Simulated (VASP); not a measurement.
# C (Pm-3m) in VASP: single point with PBEsol

Aim: the single point of C with PBEsol.

Everything below comes from runs of VASP 6.6.1. Logs are shortened: lines on timing, memory, paths and dates and some standing lists are left out, and cuts for length are marked.

**1. The cell of the first run**

It takes space group Pm-3m (No. 221, cubic). Conventional cell: a = 4.854 Å, b = 4.854 Å, c = 4.854 Å, α = 90.00°, β = 90.00°, γ = 90.00°.

**2. Single point, PBEsol**

Contents of INCAR:

```
ALGO = Normal
EDIFF = 1E-6
ENCUT = 600
GGA = PS
GGA_COMPAT = False
ISIF = 2
ISMEAR = 1
LASPH = True
LCHARG = True
LELF = True
LREAL = False
LVHAR = True
LWAVE = False
NBANDS = 8
NELM = 120
PREC = Accurate
SIGMA = 0.1
```

Contents of KPOINTS:

```
k-points
0
Gamma
  5 5 5
```

Contents of POSCAR:

```
C
1.0
    4.8542860000      0.0000000000      0.0000000000
    0.0000000000      4.8542860000      0.0000000000
    0.0000000000      0.0000000000      4.8542860000
C
1
Direct
    0.5000000000      0.5000000000      0.5000000000
```

Potentials or basis: VASP PAW PBE potentials, release 64 (C).

Run with:

```
> cat potpaw_PBE.64/C/POTCAR > POTCAR
> mpirun -np 1 vasp_std > vasp.out
```

OUTCAR:

```text
EDIFF = 1E-6
   ENCUT = 600
   GGA = PS
   ISIF = 2
   ISMEAR = 1
   LASPH = True
   LREAL = False
   NELM = 120
   PREC = Accurate

 ion  position               nearest neighbor table
   1  0.500  0.500  0.500-

  LATTYP: Found a simple cubic cell.
 ALAT       =     4.8542860000

  Lattice vectors:

 A1 = (   4.8542860000,   0.0000000000,   0.0000000000)
 A2 = (   0.0000000000,   4.8542860000,   0.0000000000)
 A3 = (   0.0000000000,   0.0000000000,   4.8542860000)

Analysis of symmetry for initial positions (statically):
=====================================================================
 Subroutine PRICEL returns:
 Original cell was already a primitive cell.

 Routine SETGRP: Setting up the symmetry group for a
 simple cubic supercell.

 Subroutine GETGRP returns: Found 48 space group operations
 (whereof 48 operations were pure point group operations)
 out of a pool of 48 trial point group operations.

The static configuration has the point symmetry O_h .

Analysis of symmetry for dynamics (positions and initial velocities):
=====================================================================
 Subroutine PRICEL returns:
 Original cell was already a primitive cell.

 Routine SETGRP: Setting up the symmetry group for a
 simple cubic supercell.

 Subroutine GETGRP returns: Found 48 space group operations
 (whereof 48 operations were pure point group operations)
 out of a pool of 48 trial point group operations.

The dynamic configuration has the point symmetry O_h .

 Subroutine INISYM returns: Found 48 space group operations
 (whereof 48 operations are pure point group operations),
 and found     1 'primitive' translations

----------------------------------------------------------------------------------------

                                     Primitive cell

  volume of cell :     114.3868

  direct lattice vectors                    reciprocal lattice vectors
     4.854286000  0.000000000  0.000000000     0.206003519  0.000000000  0.000000000
     0.000000000  4.854286000  0.000000000     0.000000000  0.206003519  0.000000000
     0.000000000  0.000000000  4.854286000     0.000000000  0.000000000  0.206003519

  length of vectors
     4.854286000  4.854286000  4.854286000     0.206003519  0.206003519  0.206003519

  position of ions in fractional coordinates (direct lattice)
     0.500000000  0.500000000  0.500000000

  ion indices of the primitive-cell ions
   primitive index   ion index
                 1           1

----------------------------------------------------------------------------------------

 KPOINTS: k-points

Automatic generation of k-mesh.
 Grid dimensions read from file:
 generate k-points for:    5    5    5

 Generating k-lattice:

  Cartesian coordinates                     Fractional coordinates (reciprocal lattice)
     0.041200704  0.000000000  0.000000000     0.200000000  0.000000000  0.000000000
     0.000000000  0.041200704  0.000000000     0.000000000  0.200000000  0.000000000
     0.000000000  0.000000000  0.041200704     0.000000000  0.000000000  0.200000000

  Length of vectors
     0.041200704  0.041200704  0.041200704

  Shift w.r.t. Gamma in fractional coordinates (k-lattice)
     0.000000000  0.000000000  0.000000000

 Subroutine IBZKPT returns following result:
 ===========================================

 Found     10 irreducible k-points:

 Following reciprocal coordinates:
            Coordinates               Weight
  0.000000  0.000000  0.000000      1.000000
  0.200000  0.000000  0.000000      6.000000
  0.400000  0.000000  0.000000      6.000000
  0.200000  0.200000  0.000000     12.000000
  0.400000  0.200000  0.000000     24.000000
  0.400000  0.400000  0.000000     12.000000
  0.200000  0.200000  0.200000      8.000000
  0.400000  0.200000  0.200000     24.000000
  0.400000  0.400000  0.200000     24.000000
  0.400000  0.400000  0.400000      8.000000
   k-points           NKPTS =     10   k-points in BZ     NKDIM =     10   number of bands    NBANDS=      8
   number of dos      NEDOS =    301   number of ions     NIONS =      1
   total plane-waves  NPLWV =  64000
   dimension x,y,z NGX =    40 NGY =   40 NGZ =   40
   dimension x,y,z NGXF=    80 NGYF=   80 NGZF=   80
   ions per type =               1
   NGX,Y,Z   is equivalent  to a cutoff of  13.70, 13.70, 13.70 a.u.
   NGXF,Y,Z  is equivalent  to a cutoff of  27.40, 27.40, 27.40 a.u.
 SYSTEM =  unknown system
   PREC   = accura    normal or accurate (medium, high low for compatibility)
   ISTART =      0    job   : 0-new  1-cont  2-samecut
   ICHARG =      2    charge: 1-file 2-atom 10-const
   ISPIN  =      1    spin polarized calculation?
   LNONCOLLINEAR =      F non collinear calculations
   LSORBIT =      F    spin-orbit coupling
   LASPH  =      T    aspherical Exc in radial PAW
   ENCUT  =  600.0 eV  44.10 Ry    6.64 a.u.   9.70  9.70  9.70*2*pi/ulx,y,z
   NELM   =    120;   NELMIN=  2; NELMDL= -5     # of ELM steps
   EDIFF  = 0.1E-05   stopping-criterion for ELM
   LREAL  =      F    real-space projection
   EDIFFG = 0.1E-04   stopping-criterion for IOM
   NSW    =      0    number of steps for IOM
   IBRION =     -1    ionic relax: 0-MD 1-quasi-New 2-CG
   NFREE  =      0    steps in history (QN), initial steepest desc. (CG)
   ISIF   =      2    stress and relaxation
   ISYM   =      2    0-nonsym 1-usesym 2-fastsym
   POTIM  = 0.5000    time-step for ionic-motion
   TEBEG  =    0.0;   TEEND  =   0.0 temperature during run
   PSTRESS=    0.0 pullay stress
   NELECT =       4.0000    total number of electrons
   NUPDOWN=      -1.0000    fix difference up-down
   EMIN   =  10.00;   EMAX   =-10.00  energy-range for DOS
   EFERMI =   0.00;   METHOD = LEGACY
   ISMEAR =     1;   SIGMA  =   0.10  broadening in eV -4-tet -1-fermi 0-gaus
   EFERMI_NEDOS =   21; number of points for ismear=-14 and -15
   IALGO  =     38    algorithm
   IMIX   =      4    mixing-type and parameters
     AMIX     =   0.40;   BMIX     =  1.00
     AMIX_MAG =   1.60;   BMIX_MAG =  1.00
  volume/ion in A,a.u.               =     114.39       771.92
  Fermi-wavevector in a.u.,A,eV,Ry     =   0.535348  1.011661  3.899395  0.286597
  Thomas-Fermi vector in A             =   1.560170
   LORBIT       =      0    0 simple, 1 ext, 2 COOP (PROOUT), +10 PAW based schemes
   GGA     = PS    functional components
   LHFCALC =     F    Hartree Fock is set to
   AEXX    =    0.0000 exact exchange contribution
   IVDW    =     0    specifies the selected vdW correction
   LEPSILON=     F    determine dielectric tensor
   LRPA    =     F    only Hartree local field effects (RPA)
 non-spin polarized calculation
 Methfessel and Paxton  Order N= 1 SIGMA  =   0.10
  energy-cutoff  :      600.00
  volume of cell :      114.39
 maximum number of plane-waves:      3832
 NGX is ok and might be reduce to    40
   NGX = 19   NGY = 19   NGZ = 19

 number of electron       4.0000000 magnetization

 Free energy of the ion-electron system (eV)
  ---------------------------------------------------
  ext. energy  EPLUGINS =         0.00000000
  ---------------------------------------------------
  free energy    TOTEN  =        -0.25912712 eV

  energy without entropy =       -0.25964041  energy(sigma->0) =       -0.25929821

 E-fermi :  -4.6585     XC(G=0):  -3.0858

 val. band max:       -4.6643993309   @ k =   0.4000   0.4000   0.4000
 cond. band min:      -4.6000535965   @ k =   0.2000   0.0000   0.0000
 fundamental gap:      0.0643457344
 Fermi energy:        -4.6584960680

 k-point     1 :       0.0000    0.0000    0.0000
  band No.  band energies     occupation
      1     -13.0700      2.00000
      2      -4.4866     -0.03542
      3      -4.4866     -0.03542
      4      -4.4866     -0.03542
      5      -0.1767      0.00000
      6       4.4443      0.00000
      7       4.4443      0.00000
      8       6.1500      0.00000

 k-point     2 :       0.2000    0.0000    0.0000
  band No.  band energies     occupation
      1     -13.0608      2.00000
      2      -4.6001      0.17419
      3      -4.4770     -0.02773
      4      -4.4770     -0.02773
      5       0.1415      0.00000
      6       3.5906      0.00000
      7       4.6652      0.00000
      8       6.1832      0.00000

 k-point     3 :       0.4000    0.0000    0.0000
  band No.  band energies     occupation
      1     -13.0457      2.00000
      2      -4.7698      2.06646
      3      -4.4614     -0.01756
      4      -4.4614     -0.01756
      5       0.9832      0.00000
      6       2.1910      0.00000
      7       5.2207      0.00000
      8       6.2353      0.00000

 k-point     4 :       0.2000    0.2000    0.0000
  band No.  band energies     occupation
      1     -13.0517      2.00000
      2      -4.5973      0.14954
      3      -4.5733     -0.00433
      4      -4.4678     -0.02134
      5       0.4402      0.00000
      6       3.7096      0.00000
      7       3.9380      0.00000
      8       5.7667      0.00000

 k-point     5 :       0.4000    0.2000    0.0000
  band No.  band energies     occupation
      1     -13.0370      2.00000
      2      -4.7488      2.02380
      3      -4.5611     -0.04442
      4      -4.4528     -0.01323
      5       1.2354      0.00000
      6       2.4191      0.00000
      7       4.4069      0.00000
      8       5.3502      0.00000

 k-point     6 :       0.4000    0.4000    0.0000
  band No.  band energies     occupation
      1     -13.0228      2.00000
      2      -4.7177      1.83257
      3      -4.7094      1.75021
      4      -4.4387     -0.00801
      5       1.8596      0.00000
      6       2.9747      0.00000
      7       3.1749      0.00000
      8       4.3026      0.00000

 k-point     7 :       0.2000    0.2000    0.2000
  band No.  band energies     occupation
      1     -13.0429      2.00000
      2      -4.5928      0.11191
      3      -4.5608     -0.04510
      4      -4.5608     -0.04510
      5       0.7202      0.00000
      6       3.8736      0.00000
      7       3.8736      0.00000
      8       4.7092      0.00000

 k-point     8 :       0.4000    0.2000    0.2000
  band No.  band energies     occupation
      1     -13.0285      2.00000
      2      -4.7291      1.92421
      3      -4.5571     -0.05310
      4      -4.5404     -0.07029
      5       1.4685      0.00000
      6       2.6500      0.00000
      7       4.3515      0.00000
      8       5.1239      0.00000

 k-point     9 :       0.4000    0.4000    0.2000
  band No.  band energies     occupation
      1     -13.0146      2.00000
      2      -4.7001      1.64093
      3      -4.6924      1.53860
      4      -4.5285     -0.06933
      5       2.0692      0.00000
      6       3.2351      0.00000
      7       3.2686      0.00000
      8       4.5222      0.00000

 k-point    10 :       0.4000    0.4000    0.4000
  band No.  band energies     occupation
      1     -13.0012      2.00000
      2      -4.6735      1.25011
      3      -4.6644      1.09972
      4      -4.6644      1.09972
      5       2.6409      0.00000
      6       3.5029      0.00000
      7       3.5029      0.00000
      8       4.4643      0.00000

------------------------ aborting loop because EDIFF is reached ----------------------------------------

  FORCE on cell =-STRESS in cart. coord.  units (eV):
  Direction    XX          YY          ZZ          XY          YZ          ZX
  --------------------------------------------------------------------------------------
  -------------------------------------------------------------------------------------
  Total       -0.5100737     -0.5100737     -0.5100737      0.0000000     -0.0000000      0.0000000
  in kB       -7.1444272     -7.1444272     -7.1444272      0.0000000     -0.0000000      0.0000000
  external PRESSURE =      -7.1444272 kB  Pullay stress =       0.0000000 kB

 VOLUME and BASIS-vectors are now :
 -----------------------------------------------------------------------------
  energy-cutoff  :      600.00
  volume of cell :      114.39
      direct lattice vectors                 reciprocal lattice vectors
     4.854286000  0.000000000  0.000000000     0.206003519  0.000000000  0.000000000
     0.000000000  4.854286000  0.000000000     0.000000000  0.206003519  0.000000000
     0.000000000  0.000000000  4.854286000     0.000000000  0.000000000  0.206003519

 POSITION                                       TOTAL-FORCE (eV/Angst)
 -----------------------------------------------------------------------------------
      2.42714      2.42714      2.42714         0.000000      0.000000      0.000000
 -----------------------------------------------------------------------------------
    total drift:                                0.000000      0.000000     -0.000000

  FREE ENERGIE OF THE ION-ELECTRON SYSTEM (eV)
  ---------------------------------------------------
  free  energy   TOTEN  =        -0.2591271167 eV

  energy  without entropy=       -0.2596404105  energy(sigma->0) =       -0.25929821
```

It took 15 s on 1 thread of Intel Xeon 8259CL, shared host; peak memory 0.22 GiB.

What came out:

```yaml
Free_energy: -0.2591 eV
Pressure: -0.7 GPa
Band_gap_on_the_k_mesh: zero (band 2 reaches -4.49 eV, above the bottom of band 3 at -4.71 eV)
```

Levels at points of the mesh, in eV from the Fermi level:
```tsv
k point	band 1	band 2	band 3	band 4	band 5	band 6	band 7
(0.00, 0.00, 0.00)	-8.41	0.17	0.17	0.17	4.48	9.10	9.10
```

Caveat: the PAW data sets were made with another functional, which shifts forces and pressure a little.
